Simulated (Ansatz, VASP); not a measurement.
One calculation of Ti3Pt, two programs

```
Ti Pt
1.0
     4.98113    0.00000    0.00000
     0.00000    4.98113    0.00000
     0.00000    0.00000    4.98113
Ti Pt
6 2
Direct
  0.25000 0.00000 0.50000
  0.50000 0.75000 0.00000
  0.75000 0.00000 0.50000
  0.50000 0.25000 0.00000
  0.00000 0.50000 0.75000
  0.00000 0.50000 0.25000
  0.00000 0.00000 0.00000
  0.50000 0.50000 0.50000
```

Alike in both runs: functional PBEsol; k mesh 8 × 8 × 8; occupations gaussian, width 0.1 eV; no spin polarisation.

Ansatz relaxed the structure, and its values are those at the end. VASP's run is a single point on that final structure, the one shown.

|  | VASP | Ansatz |
| --- | --- | --- |
| version | VASP 6.6.1 | Ansatz 0.2.0 |
| potentials or method | VASP PAW PBE potentials, release 64 (Ti_sv, Pt), cutoff 500 eV | scalar-relativistic, plane waves, PAW |
| valence electrons in the cell | 92 | 108 |

```csv
,VASP,Ansatz,Ansatz less VASP
gap on the k mesh at the Fermi level (eV),none,none,-
pressure (GPa),-0.2,0.0,+0.25
```

VASP's potentials were made for PBE, not for PBEsol. A gap of «none» marks a metal or a gap that the smearing closes. VASP's potentials hold 92 valence electrons a cell and Ansatz's 108, so a difference there can come from the potentials and not from the codes.

Neither program's run includes spin-orbit coupling.
